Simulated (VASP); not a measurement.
# AlN (F-43m) in VASP: settings compared

The runs below take AlN through single point, with r2SCAN+D3(BJ), r2SCAN, LDA.

All numbers are computed with VASP 6.6.1; they aren't measurements. Logs are shortened: lines on timing, memory, paths and dates and some standing lists are left out, and cuts for length are marked.

### 1 The cell of the first run

The structure is cubic, space group F-43m (No. 216). Conventional cell: a = 4.368 Å, b = 4.368 Å, c = 4.368 Å, α = 90.00°, β = 90.00°, γ = 90.00°. Al (site symmetry -43m) has 4 N at 1.89 Å within 2.5 Å. Within 2.5 Å of N (site symmetry -43m) lie 4 Al at 1.89 Å.

### 2 Single point, r2SCAN+D3(BJ)

Contents of POSCAR:

```
AlN
1.0
    0.0000000000      2.1839935596      2.1839935596
    2.1839935596      0.0000000000      2.1839935596
    2.1839935596      2.1839935596      0.0000000000
Al N
1 1
Direct
    0.0000000000      0.0000000000      0.0000000000
    0.2500000000      0.2500000000      0.2500000000
```

Contents of INCAR.step1:

```
PREC     = Accurate       # precision mode
ENCUT    = 520            # plane-wave cutoff, eV
ISMEAR   = -1             # smearing method
SIGMA    = 0.05           # smearing width, eV
LREAL    = False          # projectors in reciprocal space
LASPH    = True           # aspherical terms in the spheres
NELM     = 60             # most SCF steps
NBANDS   = 11             # bands
GGA      = PE             # functional
ALGO     = Normal         # electronic algorithm
EDIFF    = 1E-4           # SCF threshold, eV
LWAVE    = True           # write WAVECAR
LCHARG   = False          # write CHGCAR
```

Contents of INCAR.step2:

```
PREC     = Accurate       # precision mode
ENCUT    = 520            # plane-wave cutoff, eV
EDIFF    = 1E-6           # SCF threshold, eV
ISMEAR   = -1             # smearing method
SIGMA    = 0.05           # smearing width, eV
LREAL    = False          # projectors in reciprocal space
LASPH    = True           # aspherical terms in the spheres
NELM     = 60             # most SCF steps
ALGO     = Normal         # electronic algorithm
ISIF     = 2              # what is computed and relaxed
LWAVE    = False          # write WAVECAR
LCHARG   = False          # write CHGCAR
METAGGA  = R2SCAN         # meta-GGA
LMIXTAU  = True         
IVDW     = 12             # dispersion correction
VDW_S6   = 1.0          
VDW_S8   = 0.78981345   
VDW_A1   = 0.49484001   
VDW_A2   = 5.73083694   
NBANDS   = 11             # bands
ISTART   = 1
```

Contents of KPOINTS:

```
Automatic mesh
0
Gamma
  10 10 10
```

Potentials or basis: VASP PAW PBE potentials, release 64 (Al, N).

Command:

```sh
cat potpaw_PBE.64/Al/POTCAR potpaw_PBE.64/N/POTCAR > POTCAR
cp INCAR.step1 INCAR
mpirun -np 1 vasp_std > vasp.out
cp INCAR.step2 INCAR
mpirun -np 1 vasp_std > vasp.out
```

OUTCAR:

```text
PREC = Accurate
   ENCUT = 520
   EDIFF = 1E-6
   ISMEAR = -1
   LREAL = False
   LASPH = True
   NELM = 60
   ISIF = 2
   METAGGA = R2SCAN
   IVDW = 12
   ISTART = 1
 IVDW          = 12

 ion  position               nearest neighbor table
   1  0.000  0.000  0.000-   2 1.89   2 1.89   2 1.89   2 1.89
   2  0.250  0.250  0.250-   1 1.89   1 1.89   1 1.89   1 1.89

  LATTYP: Found a face centered cubic cell.
 ALAT       =     4.3679871192

  Lattice vectors:

 A1 = (   0.0000000000,   2.1839935596,   2.1839935596)
 A2 = (   2.1839935596,   0.0000000000,   2.1839935596)
 A3 = (   2.1839935596,   2.1839935596,   0.0000000000)

Analysis of symmetry for initial positions (statically):
=====================================================================
 Subroutine PRICEL returns:
 Original cell was already a primitive cell.

 Routine SETGRP: Setting up the symmetry group for a
 face centered cubic supercell.

 Subroutine GETGRP returns: Found 24 space group operations
 (whereof 24 operations were pure point group operations)
 out of a pool of 48 trial point group operations.

The static configuration has the point symmetry T_d .

Analysis of symmetry for dynamics (positions and initial velocities):
=====================================================================
 Subroutine PRICEL returns:
 Original cell was already a primitive cell.

 Routine SETGRP: Setting up the symmetry group for a
 face centered cubic supercell.

 Subroutine GETGRP returns: Found 24 space group operations
 (whereof 24 operations were pure point group operations)
 out of a pool of 48 trial point group operations.

The dynamic configuration has the point symmetry T_d .

 Subroutine INISYM returns: Found 24 space group operations
 (whereof 24 operations are pure point group operations),
 and found     1 'primitive' translations

----------------------------------------------------------------------------------------

                                     Primitive cell

  volume of cell :      20.8345

  direct lattice vectors                    reciprocal lattice vectors
     0.000000000  2.183993560  2.183993560    -0.228938404  0.228938404  0.228938404
     2.183993560  0.000000000  2.183993560     0.228938404 -0.228938404  0.228938404
     2.183993560  2.183993560  0.000000000     0.228938404  0.228938404 -0.228938404

  length of vectors
     3.088633312  3.088633312  3.088633312     0.396532948  0.396532948  0.396532948

  position of ions in fractional coordinates (direct lattice)
     0.000000000  0.000000000  0.000000000
     0.250000000  0.250000000  0.250000000

  ion indices of the primitive-cell ions
   primitive index   ion index
                 1           1
                 2           2

----------------------------------------------------------------------------------------

 KPOINTS: Automatic mesh

Automatic generation of k-mesh.
 Grid dimensions read from file:
 generate k-points for:   10   10   10

 Generating k-lattice:

  Cartesian coordinates                     Fractional coordinates (reciprocal lattice)
    -0.022893840  0.022893840  0.022893840     0.100000000  0.000000000  0.000000000
     0.022893840 -0.022893840  0.022893840     0.000000000  0.100000000  0.000000000
     0.022893840  0.022893840 -0.022893840     0.000000000  0.000000000  0.100000000

  Length of vectors
     0.039653295  0.039653295  0.039653295

  Shift w.r.t. Gamma in fractional coordinates (k-lattice)
     0.000000000  0.000000000  0.000000000

 Subroutine IBZKPT returns following result:
 ===========================================

 Found     47 irreducible k-points:

 Following reciprocal coordinates:
            Coordinates               Weight
  0.000000  0.000000  0.000000      1.000000
  0.100000  0.000000  0.000000      8.000000
  0.200000  0.000000  0.000000      8.000000
  0.300000  0.000000  0.000000      8.000000
  0.400000  0.000000  0.000000      8.000000
  0.500000  0.000000  0.000000      4.000000
[... 16 lines left out ...]
  0.300000  0.300000  0.000000      6.000000
  0.400000  0.300000  0.000000     24.000000
 [... further k-points ...]
   k-points           NKPTS =     47   k-points in BZ     NKDIM =     47   number of bands    NBANDS=     11
   number of dos      NEDOS =    301   number of ions     NIONS =      2
   total plane-waves  NPLWV =  13824
   dimension x,y,z NGX =    24 NGY =   24 NGZ =   24
   dimension x,y,z NGXF=    48 NGYF=   48 NGZF=   48
   ions per type =               1   1
   NGX,Y,Z   is equivalent  to a cutoff of  12.92, 12.92, 12.92 a.u.
   NGXF,Y,Z  is equivalent  to a cutoff of  25.84, 25.84, 25.84 a.u.
 SYSTEM =  unknown system
   PREC   = accura    normal or accurate (medium, high low for compatibility)
   ISTART =      1    job   : 0-new  1-cont  2-samecut
   ICHARG =      0    charge: 1-file 2-atom 10-const
   ISPIN  =      1    spin polarized calculation?
   LNONCOLLINEAR =      F non collinear calculations
   LSORBIT =      F    spin-orbit coupling
   LASPH  =      T    aspherical Exc in radial PAW
   ENCUT  =  520.0 eV  38.22 Ry    6.18 a.u.   5.74  5.74  5.74*2*pi/ulx,y,z
   NELM   =     60;   NELMIN=  2; NELMDL=  0     # of ELM steps
   EDIFF  = 0.1E-05   stopping-criterion for ELM
   LREAL  =      F    real-space projection
   EDIFFG = 0.1E-04   stopping-criterion for IOM
   NSW    =      0    number of steps for IOM
   IBRION =     -1    ionic relax: 0-MD 1-quasi-New 2-CG
   NFREE  =      0    steps in history (QN), initial steepest desc. (CG)
   ISIF   =      2    stress and relaxation
   ISYM   =      2    0-nonsym 1-usesym 2-fastsym
   POTIM  = 0.5000    time-step for ionic-motion
   TEBEG  =    0.0;   TEEND  =   0.0 temperature during run
   PSTRESS=    0.0 pullay stress
   NELECT =       8.0000    total number of electrons
   NUPDOWN=      -1.0000    fix difference up-down
   EMIN   =  10.00;   EMAX   =-10.00  energy-range for DOS
   EFERMI =   0.00;   METHOD = LEGACY
   ISMEAR =    -1;   SIGMA  =   0.05  broadening in eV -4-tet -1-fermi 0-gaus
   EFERMI_NEDOS =   21; number of points for ismear=-14 and -15
   IALGO  =     38    algorithm
   IMIX   =      4    mixing-type and parameters
     AMIX     =   0.40;   BMIX     =  1.00
     AMIX_MAG =   1.60;   BMIX_MAG =  1.00
  volume/ion in A,a.u.               =      10.42        70.30
  Fermi-wavevector in a.u.,A,eV,Ry     =   1.189899  2.248583 19.263943  1.415860
  Thomas-Fermi vector in A             =   2.325996
   LORBIT       =      0    0 simple, 1 ext, 2 COOP (PROOUT), +10 PAW based schemes
   METAGGA = R2SCAN    functional components
   LHFCALC =     F    Hartree Fock is set to
   AEXX    =    0.0000 exact exchange contribution
   IVDW    =    12    specifies the selected vdW correction
   LEPSILON=     F    determine dielectric tensor
   LRPA    =     F    only Hartree local field effects (RPA)
 non-spin polarized calculation
  energy-cutoff  :      520.00
  volume of cell :       20.83
 maximum number of plane-waves:       571
   NGX = 11   NGY = 11   NGZ = 11

 number of electron       8.0000000 magnetization

 Free energy of the ion-electron system (eV)
  ---------------------------------------------------
  ext. energy  EPLUGINS =         0.00000000
  ---------------------------------------------------
  free energy    TOTEN  =       -19.17972444 eV

  energy without entropy =      -19.17972444  energy(sigma->0) =      -19.17972444

 E-fermi :   6.8096     XC(G=0): -11.4184

 val. band max:        5.6930362277   @ k =   0.0000   0.0000   0.0000
 cond. band min:       9.6278500349   @ k =   0.5000   0.5000   0.0000
 fundamental gap:      3.9348138072
 Fermi energy:         6.8096093623

 k-point     1 :       0.0000    0.0000    0.0000
  band No.  band energies     occupation
      1     -10.0486      2.00000
      2       5.6930      2.00000
      3       5.6930      2.00000
      4       5.6930      2.00000
      5      10.5855      0.00000
      6      19.2144      0.00000
      7      19.2144      0.00000
      8      19.2144      0.00000
      9      24.2274      0.00000
     10      24.2274      0.00000
     11      25.9400      0.00000

 k-point     2 :       0.1000    0.0000    0.0000
  band No.  band energies     occupation
      1      -9.9020      2.00000
      2       4.8924      2.00000
      3       5.6411      2.00000
      4       5.6411      2.00000
      5      11.2444      0.00000
      6      18.8354      0.00000
      7      19.3549      0.00000
      8      19.3549      0.00000
      9      23.0001      0.00000
     10      23.0001      0.00000
     11      25.1371      0.00000

 k-point     3 :       0.2000    0.0000    0.0000
  band No.  band energies     occupation
      1      -9.4862      2.00000
      2       3.2688      2.00000
      3       5.5111      2.00000
      4       5.5111      2.00000
      5      12.4105      0.00000
      6      18.0444      0.00000
      7      19.2462      0.00000
      8      19.2462      0.00000
      9      22.5068      0.00000
     10      22.5068      0.00000
     11      24.2618      0.00000

 k-point     4 :       0.3000    0.0000    0.0000
  band No.  band energies     occupation
      1      -8.8877      2.00000
      2       1.5963      2.00000
      3       5.3616      2.00000
      4       5.3616      2.00000
      5      13.3062      0.00000
      6      17.2820      0.00000
      7      18.5084      0.00000
      8      18.5084      0.00000
      9      23.6848      0.00000
     10      23.6848      0.00000
     11      24.1183      0.00000
[... 239 lines left out ...]
 k-point    22 :      -0.2000    0.2000    0.0000
  band No.  band energies     occupation
      1      -8.6905      2.00000
      2       1.9053      2.00000
      3       3.9911      2.00000
      4       5.4382      2.00000
      5      14.0574      0.00000
      6      16.5078      0.00000
      7      18.0845      0.00000
      8      19.0349      0.00000
      9      21.6475      0.00000
     10      25.3778      0.00000
     11      28.2045      0.00000

 k-point    23 :       0.3000    0.3000    0.0000
  band No.  band energies     occupation
      1      -8.5129      2.00000
      2       2.1438      2.00000
      3       4.4329      2.00000
      4       4.4329      2.00000
      5      11.7008      0.00000
      6      16.2857      0.00000
      7      18.5573      0.00000
      8      21.3103      0.00000
      9      21.3103      0.00000
     10      27.0706      0.00000
     11      30.7830      0.00000

 k-point    24 :       0.4000    0.3000    0.0000
  band No.  band energies     occupation
      1      -8.0607      2.00000
      2       1.5011      2.00000
      3       3.9737      2.00000
      4       4.2661      2.00000
      5      11.2666      0.00000
      6      16.1137      0.00000
      7      18.9941      0.00000
      8      21.3791      0.00000
      9      21.9511      0.00000
     10      28.1418      0.00000
     11      30.5612      0.00000

 [... further k-points ...]

------------------------ aborting loop because EDIFF is reached ----------------------------------------

 Edisp (eV)   -0.25355

 E8    (eV) :    -0.0762

  FORCE on cell =-STRESS in cart. coord.  units (eV):
  Direction    XX          YY          ZZ          XY          YZ          ZX
  --------------------------------------------------------------------------------------
  -------------------------------------------------------------------------------------
  Total      -0.27354    -0.27354    -0.27354     0.00000    -0.00000     0.00000
  in kB     -21.03541   -21.03541   -21.03541     0.00000    -0.00000     0.00000
  external pressure =      -21.04 kB  Pullay stress =        0.00 kB

 VOLUME and BASIS-vectors are now :
 -----------------------------------------------------------------------------
  energy-cutoff  :      520.00
  volume of cell :       20.83
      direct lattice vectors                 reciprocal lattice vectors
     0.000000000  2.183993560  2.183993560    -0.228938404  0.228938404  0.228938404
     2.183993560  0.000000000  2.183993560     0.228938404 -0.228938404  0.228938404
     2.183993560  2.183993560  0.000000000     0.228938404  0.228938404 -0.228938404

 POSITION                                       TOTAL-FORCE (eV/Angst)
 -----------------------------------------------------------------------------------
      0.00000      0.00000      0.00000        -0.000000     -0.000000     -0.000000
      1.09200      1.09200      1.09200         0.000000      0.000000      0.000000
 -----------------------------------------------------------------------------------
    total drift:                               -0.000000     -0.000000     -0.000001

  FREE ENERGIE OF THE ION-ELECTRON SYSTEM (eV)
  ---------------------------------------------------
  free  energy   TOTEN  =       -19.4332728075 eV

  energy  without entropy=      -19.4332728075  energy(sigma->0) =      -19.43327281
```

Wall time 24 s (1 thread of Intel Xeon Platinum 8375C at 2.90GHz (Ice Lake), shared host); peak memory 0.15 GiB.

What came out:

* Free energy: -19.4333 eV
* Pressure: -2.1 GPa
* Band gap on the k mesh: 3.93 eV, indirect (least direct gap 4.89 eV)
* Dispersion energy per atom: -0.127 eV

Levels at points of the mesh, in eV from the valence-band top:
```tsv
k point	band 1	band 2	band 3	band 4	band 5	band 6	band 7	band 8
(0.00, 0.00, 0.00)	-15.74	0.00	0.00	0.00	4.89	13.52	13.52	13.52
(0.50, 0.00, 0.00)	-13.73	-5.90	-0.49	-0.49	8.21	10.83	11.94	11.94
(0.50, 0.50, 0.00)	-13.10	-4.95	-1.81	-1.81	3.93	9.48	15.20	16.96
```

Caveat: the PAW data sets were made with another functional, which shifts forces and pressure a little.

(Continued in part 2 of 2.)
